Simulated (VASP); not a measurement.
A run of VASP 6.6.1:

The input INCAR:

```
PREC = Accurate ; ENCUT = 600
EDIFF = 1E-6 ; ISMEAR = 0
SIGMA = 0.1 ; LREAL = F
LASPH = T ; NELM = 120
ALGO = Normal ; ISIF = 2
LWAVE = F ; LCHARG = F
GGA = CA ; NBANDS = 22
GGA_COMPAT = F
```

Contents of KPOINTS:

```
Automatic mesh
0
Gamma
  6 6 6
```

Contents of POSCAR:

```
As
1.0
    1.8797500000      1.0852741700      3.4857666700
   -1.8797500000      1.0852741700      3.4857666700
    0.0000000000     -2.1705483400      3.4857666700
As
2
Direct
    0.2275400000      0.2275400000      0.2275400000
    0.7724600000      0.7724600000      0.7724600000
```

Potentials or basis: VASP PAW LDA potentials, release 64 (As_d).

The run is started by

```sh
$ cat potpaw_LDA.64/As_d/POTCAR > POTCAR
$ mpirun -np 1 vasp_std > vasp.out
```

Hardware: 1 thread of Intel(R) Xeon(R) Platinum 8259CL CPU @ 2.50GHz (Skylake/Cascade Lake), with other jobs on the host.

How long does it take, and how much memory?

It took 23 s on 1 thread of Intel(R) Xeon(R) Platinum 8259CL CPU @ 2.50GHz (Skylake/Cascade Lake) (shared host), peak memory 0.18 GiB. Counts: scf iterations 10, k points 32.
